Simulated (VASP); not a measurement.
# GaAs (P6_3/mmc) in VASP: settings compared

The runs below take GaAs through single point, with PBE, r2SCAN.

Everything below comes from runs of VASP 6.6.1. Logs are shortened: lines on timing, memory, paths and dates and some standing lists are left out, and cuts for length are marked.

### Step 1. The cell of the first run

The structure is hexagonal, space group P6_3/mmc (No. 194). The conventional cell has a = 3.732 Å, b = 3.732 Å, c = 6.333 Å, α = 90.00°, β = 90.00°, γ = 120.00°. Within 3.5 Å of Ga (site symmetry -3m) lie 6 As at 2.67 Å and 2 Ga at 3.17 Å. Within 3.5 Å of As (site symmetry -6m2) lie 6 Ga at 2.67 Å.

### Step 2. Single point, PBE

File INCAR:

```
ALGO = Normal
EDIFF = 1E-6
ENCUT = 520
GGA = PE
ISIF = 2
ISMEAR = -1
LASPH = True
LCHARG = False
LREAL = False
LWAVE = False
NBANDS = 26
NELM = 60
PREC = Accurate
SIGMA = 0.02
```

File KPOINTS:

```
k-points
0
Gamma
  6 6 4
```

File POSCAR:

```
GaAs
1.0
    3.7321680210      0.0000000000      0.0000000000
   -1.8660840105      3.2321523174      0.0000000000
    0.0000000000      0.0000000000      6.3327909813
Ga As
2 2
Direct
    0.0000000000      0.0000000000      0.0000000000
    0.0000000000      0.0000000000      0.5000000000
    0.3333333333      0.6666666667      0.2500000000
    0.6666666667      0.3333333333      0.7500000000
```

Potentials or basis: VASP PAW PBE potentials, release 64 (Ga_d, As).

The run is started by

```console
$ cat potpaw_PBE.64/Ga_d/POTCAR potpaw_PBE.64/As/POTCAR > POTCAR
$ mpirun -np 1 vasp_std > vasp.out
```

OUTCAR:

```text
EDIFF = 1E-6
   ENCUT = 520
   GGA = PE
   ISIF = 2
   ISMEAR = -1
   LASPH = True
   LREAL = False
   NELM = 60
   PREC = Accurate

 ion  position               nearest neighbor table
   1  0.000  0.000  0.000-   3 2.67   4 2.67   4 2.67   3 2.67   4 2.67   3 2.67
   2  0.000  0.000  0.500-   3 2.67   4 2.67   4 2.67   3 2.67   4 2.67   3 2.67
   3  0.333  0.667  0.250-   1 2.67   2 2.67   1 2.67   2 2.67   1 2.67   2 2.67
   4  0.667  0.333  0.750-   1 2.67   2 2.67   1 2.67   2 2.67   1 2.67   2 2.67

  LATTYP: Found a hexagonal cell.
 ALAT       =     3.7321680210
 C/A-ratio  =     1.6968129371

  Lattice vectors:

 A1 = (   3.7321680210,   0.0000000000,   0.0000000000)
 A2 = (  -1.8660840105,   3.2321523174,   0.0000000000)
 A3 = (   0.0000000000,   0.0000000000,   6.3327909813)

Analysis of symmetry for initial positions (statically):
=====================================================================
 Subroutine PRICEL returns:
 Original cell was already a primitive cell.

 Routine SETGRP: Setting up the symmetry group for a
 hexagonal supercell.

 Subroutine GETGRP returns: Found 24 space group operations
 (whereof 12 operations were pure point group operations)
 out of a pool of 24 trial point group operations.

The static configuration has the point symmetry D_3d.
 The point group associated with its full space group is D_6h.

Analysis of symmetry for dynamics (positions and initial velocities):
=====================================================================
 Subroutine PRICEL returns:
 Original cell was already a primitive cell.

 Routine SETGRP: Setting up the symmetry group for a
 hexagonal supercell.

 Subroutine GETGRP returns: Found 24 space group operations
 (whereof 12 operations were pure point group operations)
 out of a pool of 24 trial point group operations.

The dynamic configuration has the point symmetry D_3d.
 The point group associated with its full space group is D_6h.

 Subroutine INISYM returns: Found 24 space group operations
 (whereof 12 operations are pure point group operations),
 and found     1 'primitive' translations

----------------------------------------------------------------------------------------

                                     Primitive cell

  volume of cell :      76.3920

  direct lattice vectors                    reciprocal lattice vectors
     3.732168021  0.000000000  0.000000000     0.267940777  0.154695680  0.000000000
    -1.866084011  3.232152317  0.000000000     0.000000000  0.309391360  0.000000000
     0.000000000  0.000000000  6.332790981     0.000000000  0.000000000  0.157908259

  length of vectors
     3.732168021  3.732168021  6.332790981     0.309391360  0.309391360  0.157908259

  position of ions in fractional coordinates (direct lattice)
     0.000000000  0.000000000  0.000000000
     0.000000000  0.000000000  0.500000000
     0.333333333  0.666666667  0.250000000
     0.666666667  0.333333333  0.750000000

  ion indices of the primitive-cell ions
   primitive index   ion index
                 1           1
                 2           2
                 3           3
                 4           4

----------------------------------------------------------------------------------------

 KPOINTS: k-points

Automatic generation of k-mesh.
 Grid dimensions read from file:
 generate k-points for:    6    6    4

 Generating k-lattice:

  Cartesian coordinates                     Fractional coordinates (reciprocal lattice)
     0.044656796  0.025782613  0.000000000     0.166666667  0.000000000  0.000000000
     0.000000000  0.051565227  0.000000000     0.000000000  0.166666667  0.000000000
     0.000000000  0.000000000  0.039477065     0.000000000  0.000000000  0.250000000

  Length of vectors
     0.051565227  0.051565227  0.039477065

  Shift w.r.t. Gamma in fractional coordinates (k-lattice)
     0.000000000  0.000000000  0.000000000

 Subroutine IBZKPT returns following result:
 ===========================================

 Found     21 irreducible k-points:

 Following reciprocal coordinates:
            Coordinates               Weight
  0.000000  0.000000  0.000000      1.000000
  0.166667  0.000000  0.000000      6.000000
  0.333333  0.000000  0.000000      6.000000
  0.500000  0.000000  0.000000      3.000000
  0.166667  0.166667  0.000000      6.000000
  0.333333  0.166667  0.000000     12.000000
[... 13 lines left out ...]
  0.333333  0.166667  0.500000     12.000000
  0.333333  0.333333  0.500000      2.000000
   k-points           NKPTS =     21   k-points in BZ     NKDIM =     21   number of bands    NBANDS=     26
   number of dos      NEDOS =    301   number of ions     NIONS =      4
   total plane-waves  NPLWV =  37632
   dimension x,y,z NGX =    28 NGY =   28 NGZ =   48
   dimension x,y,z NGXF=    56 NGYF=   56 NGZF=   96
   ions per type =               2   2
   NGX,Y,Z   is equivalent  to a cutoff of  12.47, 12.47, 12.60 a.u.
   NGXF,Y,Z  is equivalent  to a cutoff of  24.94, 24.94, 25.20 a.u.
 SYSTEM =  unknown system
   PREC   = accura    normal or accurate (medium, high low for compatibility)
   ISTART =      0    job   : 0-new  1-cont  2-samecut
   ICHARG =      2    charge: 1-file 2-atom 10-const
   ISPIN  =      1    spin polarized calculation?
   LNONCOLLINEAR =      F non collinear calculations
   LSORBIT =      F    spin-orbit coupling
   LASPH  =      T    aspherical Exc in radial PAW
   ENCUT  =  520.0 eV  38.22 Ry    6.18 a.u.   6.94  6.94 11.77*2*pi/ulx,y,z
   NELM   =     60;   NELMIN=  2; NELMDL= -5     # of ELM steps
   EDIFF  = 0.1E-05   stopping-criterion for ELM
   LREAL  =      F    real-space projection
   EDIFFG = 0.1E-04   stopping-criterion for IOM
   NSW    =      0    number of steps for IOM
   IBRION =     -1    ionic relax: 0-MD 1-quasi-New 2-CG
   NFREE  =      0    steps in history (QN), initial steepest desc. (CG)
   ISIF   =      2    stress and relaxation
   ISYM   =      2    0-nonsym 1-usesym 2-fastsym
   POTIM  = 0.5000    time-step for ionic-motion
   TEBEG  =    0.0;   TEEND  =   0.0 temperature during run
   PSTRESS=    0.0 pullay stress
   NELECT =      36.0000    total number of electrons
   NUPDOWN=      -1.0000    fix difference up-down
   EMIN   =  10.00;   EMAX   =-10.00  energy-range for DOS
   EFERMI =   0.00;   METHOD = LEGACY
   ISMEAR =    -1;   SIGMA  =   0.02  broadening in eV -4-tet -1-fermi 0-gaus
   EFERMI_NEDOS =   21; number of points for ismear=-14 and -15
   IALGO  =     38    algorithm
   IMIX   =      4    mixing-type and parameters
     AMIX     =   0.40;   BMIX     =  1.00
     AMIX_MAG =   1.60;   BMIX_MAG =  1.00
  volume/ion in A,a.u.               =      19.10       128.88
  Fermi-wavevector in a.u.,A,eV,Ry     =   1.273971  2.407456 22.082291  1.623003
  Thomas-Fermi vector in A             =   2.406765
   LORBIT       =      0    0 simple, 1 ext, 2 COOP (PROOUT), +10 PAW based schemes
   GGA     = PE    functional components
   LHFCALC =     F    Hartree Fock is set to
   AEXX    =    0.0000 exact exchange contribution
   IVDW    =     0    specifies the selected vdW correction
   LEPSILON=     F    determine dielectric tensor
   LRPA    =     F    only Hartree local field effects (RPA)
 non-spin polarized calculation
  energy-cutoff  :      520.00
  volume of cell :       76.39
 maximum number of plane-waves:      2070
 NGX is ok and might be reduce to    28
   NGX = 13   NGY = 13   NGZ = 23

 number of electron      35.9999961 magnetization

 Free energy of the ion-electron system (eV)
  ---------------------------------------------------
  ext. energy  EPLUGINS =         0.00000000
  ---------------------------------------------------
  free energy    TOTEN  =       -15.14868332 eV

  energy without entropy =      -15.14722622  energy(sigma->0) =      -15.14795477

 E-fermi :   5.4536     XC(G=0): -10.7024

 val. band max:        5.4344385209   @ k =   0.5000   0.0000   0.2500
 cond. band min:       5.5242272351   @ k =   0.0000   0.0000   0.2500
 fundamental gap:      0.0897887142
 Fermi energy:         5.4536431488

 k-point     1 :       0.0000    0.0000    0.0000
  band No.  band energies     occupation
      1      -9.3576      2.00000
      2      -9.3282      2.00000
      3      -9.3282      2.00000
      4      -9.2707      2.00000
      5      -9.2707      2.00000
      6      -9.2610      2.00000
[... 18 lines left out ...]
     25      11.6286      0.00000
     26      11.6902      0.00000

 k-point     2 :       0.1667    0.0000    0.0000
  band No.  band energies     occupation
      1      -9.3712      2.00000
      2      -9.3534      2.00000
      3      -9.3275      2.00000
      4      -9.2786      2.00000
      5      -9.2652      2.00000
      6      -9.2636      2.00000
[... 18 lines left out ...]
     25      11.9908      0.00000
     26      12.2438      0.00000

 k-point     3 :       0.3333    0.0000    0.0000
  band No.  band energies     occupation
      1      -9.4496      2.00000
      2      -9.3451      2.00000
      3      -9.3299      2.00000
      4      -9.2965      2.00000
      5      -9.2741      2.00000
      6      -9.2538      2.00000
[... 18 lines left out ...]
     25      13.9541      0.00000
     26      14.1153      0.00000

 k-point     4 :       0.5000    0.0000    0.0000
  band No.  band energies     occupation
      1      -9.4851      2.00000
      2      -9.3413      2.00000
      3      -9.3322      2.00000
      4      -9.3059      2.00000
      5      -9.2785      2.00000
      6      -9.2513      2.00000
[... 18 lines left out ...]
     25      13.0886      0.00000
     26      14.7140      0.00000
[... 409 lines left out ...]
      1      -9.3580      2.00000
      2      -9.3580      2.00000
      3      -9.2961      2.00000
      4      -9.2961      2.00000
      5      -9.2684      2.00000
      6      -9.2684      2.00000
[... 18 lines left out ...]
     25      12.7374      0.00000
     26      12.7374      0.00000

 k-point    20 :       0.3333    0.1667    0.5000
  band No.  band energies     occupation
      1      -9.3855      2.00000
      2      -9.3855      2.00000
      3      -9.3014      2.00000
      4      -9.3014      2.00000
      5      -9.2651      2.00000
      6      -9.2651      2.00000
[... 18 lines left out ...]
     25      14.3595      0.00000
     26      14.3595      0.00000

 k-point    21 :       0.3333    0.3333    0.5000
  band No.  band energies     occupation
      1      -9.3827      2.00000
      2      -9.3827      2.00000
      3      -9.3135      2.00000
      4      -9.3135      2.00000
      5      -9.2561      2.00000
      6      -9.2561      2.00000
[... 18 lines left out ...]
     25      14.5480      0.00000
     26      14.5480      0.00000

------------------------ aborting loop because EDIFF is reached ----------------------------------------

  FORCE on cell =-STRESS in cart. coord.  units (eV):
  Direction    XX          YY          ZZ          XY          YZ          ZX
  --------------------------------------------------------------------------------------
  -------------------------------------------------------------------------------------
  Total        0.9738754      0.9738754      2.5956268      0.0000000      0.0000000      0.0000000
  in kB       20.4251773     20.4251773     54.4383141      0.0000000      0.0000000      0.0000000
  external PRESSURE =      31.7628896 kB  Pullay stress =       0.0000000 kB

 VOLUME and BASIS-vectors are now :
 -----------------------------------------------------------------------------
  energy-cutoff  :      520.00
  volume of cell :       76.39
      direct lattice vectors                 reciprocal lattice vectors
     3.732168021  0.000000000  0.000000000     0.267940777  0.154695680  0.000000000
    -1.866084011  3.232152317  0.000000000     0.000000000  0.309391360  0.000000000
     0.000000000  0.000000000  6.332790981     0.000000000  0.000000000  0.157908259

 POSITION                                       TOTAL-FORCE (eV/Angst)
 -----------------------------------------------------------------------------------
      0.00000      0.00000      0.00000        -0.000000      0.000000     -0.000000
      0.00000      0.00000      3.16640        -0.000000      0.000000     -0.000000
     -0.00000      2.15477      1.58320         0.000000      0.000000      0.000000
      1.86608      1.07738      4.74959        -0.000000     -0.000000      0.000000
 -----------------------------------------------------------------------------------
    total drift:                               -0.000000      0.000000      0.000000

  FREE ENERGIE OF THE ION-ELECTRON SYSTEM (eV)
  ---------------------------------------------------
  free  energy   TOTEN  =       -15.1486833169 eV

  energy  without entropy=      -15.1472262189  energy(sigma->0) =      -15.14795477
```

It took 24 s on 1 thread of AMD EPYC 7R13 (Zen 3), shared host; peak memory 0.16 GiB.

What came out:

```
Free energy            : -15.1487 eV
Pressure               : 3.2 GPa
Band gap on the k mesh : zero (band 18 reaches 6.20 eV, above the bottom of band 19 at 2.54 eV)
```

Levels at points of the mesh, in eV from the Fermi level:
```
           k point  band 16  band 17  band 18  band 19  band 20  band 21
(0.00, 0.00, 0.00)    -0.03    -0.03     0.47     0.47     2.71     5.15
(0.50, 0.00, 0.00)    -4.06    -2.39     0.28     1.34     1.61     2.68
(0.00, 0.00, 0.50)     0.28     0.28     0.28     2.26     2.26     4.64
(0.50, 0.00, 0.50)    -1.85    -1.47    -1.47    -0.36    -0.36     3.59
```

### Step 3. Single point, r2SCAN

POSCAR is that of step 2.

File INCAR.step1:

```
SYSTEM = GaAs
ALGO = Normal
EDIFF = 1E-4
ENCUT = 520
GGA = PE
ISMEAR = -1
LASPH = .TRUE.
LCHARG = .FALSE.
LREAL = .FALSE.
LWAVE = .TRUE.
NBANDS = 26
NELM = 80
PREC = Accurate
SIGMA = 0.02
```

File INCAR.step2:

```
SYSTEM = GaAs
ALGO = Normal
EDIFF = 1E-6
ENCUT = 520
ISIF = 2
ISMEAR = -1
ISTART = 1
LASPH = .TRUE.
LCHARG = .TRUE.
LELF = .TRUE.
LMIXTAU = .TRUE.
LREAL = .FALSE.
LVHAR = .TRUE.
LWAVE = .FALSE.
METAGGA = R2SCAN
NBANDS = 26
NELM = 80
PREC = Accurate
SIGMA = 0.02
```

File KPOINTS:

```
k-points
0
G
  6 6 4
  0 0 0
```

Potentials or basis: VASP PAW PBE potentials, release 64 (Ga_d, As).

The run is started by

```console
$ cat potpaw_PBE.64/Ga_d/POTCAR potpaw_PBE.64/As/POTCAR > POTCAR
$ cp INCAR.step1 INCAR
$ mpirun -np 1 vasp_std > vasp.out
$ cp INCAR.step2 INCAR
$ mpirun -np 1 vasp_std > vasp.out
```

OUTCAR:

```text
SYSTEM = GaAs
   EDIFF = 1E-6
   ENCUT = 520
   ISIF = 2
   ISMEAR = -1
   ISTART = 1
   LASPH = .TRUE.
   LREAL = .FALSE.
   METAGGA = R2SCAN
   NELM = 80
   PREC = Accurate

 ion  position               nearest neighbor table
   1  0.000  0.000  0.000-   3 2.67   4 2.67   4 2.67   3 2.67   4 2.67   3 2.67
   2  0.000  0.000  0.500-   3 2.67   4 2.67   4 2.67   3 2.67   4 2.67   3 2.67
   3  0.333  0.667  0.250-   1 2.67   2 2.67   1 2.67   2 2.67   1 2.67   2 2.67
   4  0.667  0.333  0.750-   1 2.67   2 2.67   1 2.67   2 2.67   1 2.67   2 2.67

  LATTYP: Found a hexagonal cell.
 ALAT       =     3.7321680210
 C/A-ratio  =     1.6968129371

  Lattice vectors:

 A1 = (   3.7321680210,   0.0000000000,   0.0000000000)
 A2 = (  -1.8660840105,   3.2321523174,   0.0000000000)
 A3 = (   0.0000000000,   0.0000000000,   6.3327909813)

Analysis of symmetry for initial positions (statically):
=====================================================================
 Subroutine PRICEL returns:
 Original cell was already a primitive cell.

 Routine SETGRP: Setting up the symmetry group for a
 hexagonal supercell.

 Subroutine GETGRP returns: Found 24 space group operations
[... 166 lines left out ...]

 E-fermi :   5.3264     XC(G=0): -11.4425

 val. band max:        5.2854819305   @ k =   0.0000   0.0000   0.2500
 cond. band min:       5.3484534912   @ k =   0.5000   0.0000   0.2500
 fundamental gap:      0.0629715608
 Fermi energy:         5.3264160482

 k-point     1 :       0.0000    0.0000    0.0000
  band No.  band energies     occupation
      1     -10.0559      2.00000
      2     -10.0368      2.00000
      3     -10.0368      2.00000
      4      -9.9732      2.00000
      5      -9.9731      2.00000
      6      -9.9574      2.00000
[... 598 lines left out ...]
     25      14.9675      0.00000
     26      14.9675      0.00000

------------------------ aborting loop because EDIFF is reached ----------------------------------------

  FORCE on cell =-STRESS in cart. coord.  units (eV):
  Direction    XX          YY          ZZ          XY          YZ          ZX
  --------------------------------------------------------------------------------------
  -------------------------------------------------------------------------------------
  Total       -0.2672331     -0.2672331      0.7150702      0.0000000      0.0000000      0.0000000
  in kB       -5.6047041     -5.6047041     14.9972322      0.0000000      0.0000000      0.0000000
  external PRESSURE =       1.2626080 kB  Pullay stress =       0.0000000 kB

 VOLUME and BASIS-vectors are now :
 -----------------------------------------------------------------------------
  energy-cutoff  :      520.00
  volume of cell :       76.39
      direct lattice vectors                 reciprocal lattice vectors
     3.732168021  0.000000000  0.000000000     0.267940777  0.154695680  0.000000000
    -1.866084011  3.232152317  0.000000000     0.000000000  0.309391360  0.000000000
     0.000000000  0.000000000  6.332790981     0.000000000  0.000000000  0.157908259

 POSITION                                       TOTAL-FORCE (eV/Angst)
 -----------------------------------------------------------------------------------
      0.00000      0.00000      0.00000        -0.000000      0.000000      0.000000
      0.00000      0.00000      3.16640        -0.000000      0.000000      0.000000
     -0.00000      2.15477      1.58320         0.000000     -0.000000     -0.000000
      1.86608      1.07738      4.74959         0.000000     -0.000000      0.000000
 -----------------------------------------------------------------------------------
    total drift:                               -0.000000      0.000000      0.000000

  FREE ENERGIE OF THE ION-ELECTRON SYSTEM (eV)
  ---------------------------------------------------
  free  energy   TOTEN  =       -52.3145114429 eV

  energy  without entropy=      -52.3130044821  energy(sigma->0) =      -52.31375796
```

OUTCAR.step1:

```text
SYSTEM = GaAs
   EDIFF = 1E-4
   ENCUT = 520
   GGA = PE
   ISMEAR = -1
   LASPH = .TRUE.
   LREAL = .FALSE.
   NELM = 80
[... 832 lines left out ...]
      0.00000      0.00000      3.16640         0.000000      0.000000      0.000000
     -0.00000      2.15477      1.58320        -0.000000     -0.000000      0.000000
      1.86608      1.07738      4.74959        -0.000000      0.000000     -0.000000
 -----------------------------------------------------------------------------------
    total drift:                               -0.000000      0.000000      0.000000

  FREE ENERGIE OF THE ION-ELECTRON SYSTEM (eV)
  ---------------------------------------------------
  free  energy   TOTEN  =       -15.1486716606 eV

  energy  without entropy=      -15.1472160948  energy(sigma->0) =      -15.14794388
```

OSZICAR.step1:

```text
N       E                     dE             d eps       ncg     rms          rms(c)
DAV:   1     0.230065561982E+03    0.23007E+03   -0.17232E+04  1136   0.208E+03
DAV:   2     0.111501393426E+02   -0.21892E+03   -0.21118E+03  1156   0.424E+02
DAV:   3    -0.144929642077E+02   -0.25643E+02   -0.24989E+02  1324   0.116E+02
DAV:   4    -0.152853011164E+02   -0.79234E+00   -0.78693E+00  1320   0.204E+01
DAV:   5    -0.153001843686E+02   -0.14883E-01   -0.14873E-01  1324   0.286E+00    0.328E+00
DAV:   6    -0.151608157854E+02    0.13937E+00   -0.30153E-01  1476   0.826E+00    0.189E+00
DAV:   7    -0.151495424798E+02    0.11273E-01   -0.90177E-02  1498   0.197E+00    0.571E-01
DAV:   8    -0.151486556449E+02    0.88683E-03   -0.12658E-02  1360   0.140E+00    0.977E-02
DAV:   9    -0.151486691120E+02   -0.13467E-04   -0.14844E-03  1458   0.540E-01    0.585E-02
DAV:  10    -0.151486716606E+02   -0.25486E-05   -0.86068E-05   742   0.736E-02
   1 F= -.15148672E+02 E0= -.15147944E+02  d E =-.145557E-02
```

It took 94 s on 1 thread of AMD EPYC 7R13 (Zen 3), shared host; peak memory 0.18 GiB.

Results:

```yaml
Free_energy: -52.3145 eV
Pressure: 0.1 GPa
Band_gap_on_the_k_mesh: zero (band 18 reaches 6.00 eV, above the bottom of band 19 at 2.23 eV)
```

Caveat: the PAW data sets were made with another functional, which shifts forces and pressure a little.
